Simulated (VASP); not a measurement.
Write the native input for VASP 6.6.1 that does the following.

```
Task                   : relaxation of cell and atoms
Functional             : PBE
Potentials or basis    : VASP PAW PBE potentials, release 64 (As)
Cutoff                 : 600 eV
k mesh                 : 19 × 19 × 19
Occupations            : fermi-dirac, width 0.08 eV
Spin                   : no spin polarisation
Target pressure        : 220 GPa
Dipole correction      : no
Further INCAR settings : ALGO = Normal; EDIFF = 1e-06; IBRION = 2; EDIFFG = -0.005; NSW = 60; ISIF = 3
```

The structure of As lies in POSCAR:

```
As
1.0
    0.0000000000      1.7066296508      1.7066296508
    1.7066296508      0.0000000000      1.7066296508
    1.7066296508      1.7066296508      0.0000000000
As
1
Direct
    0.0000000000      0.0000000000      0.0000000000
```

The input as run:

INCAR

```
PREC = Accurate
ENCUT = 600
EDIFF = 1E-6
ISMEAR = -1
SIGMA = 0.08
LREAL = False
LASPH = True
NELM = 100
ALGO = Normal
ISIF = 3
LWAVE = False
LCHARG = False
GGA = PE
IBRION = 2
NSW = 60
EDIFFG = -0.005
PSTRESS = 2200.0
```

KPOINTS

```
regular mesh
0
Gamma
  19 19 19
```

Potentials or basis: VASP PAW PBE potentials, release 64 (As).

Run with:

```console
$ cat potpaw_PBE.64/As/POTCAR > POTCAR
$ mpirun -np 1 vasp_std > vasp.out
```

It gave:

```yaml
Relaxed_volume: 10.03 Å³/atom
Relaxed_cell: a = 2.420 Å, b = 2.420 Å, c = 2.420 Å, α = 60.00°, β = 60.00°, γ = 60.00°
Space_group_after_relaxing_to_0.05_Å: Fm-3m (No. 225)
Energy_change_on_relaxing_the_enthalpy_is_what_falls: -117.0 meV/atom
Ionic_steps: 4
Pressure_after_relaxing: 220.0 GPa
```

Caveat: the cell is relaxed towards a set pressure, so the enthalpy falls and the energy may rise.

Run time: 12 s on 1 thread of Intel(R) Xeon(R) 6975P-C (Granite Rapids), with other jobs on the host, peak memory 0.14 GiB.
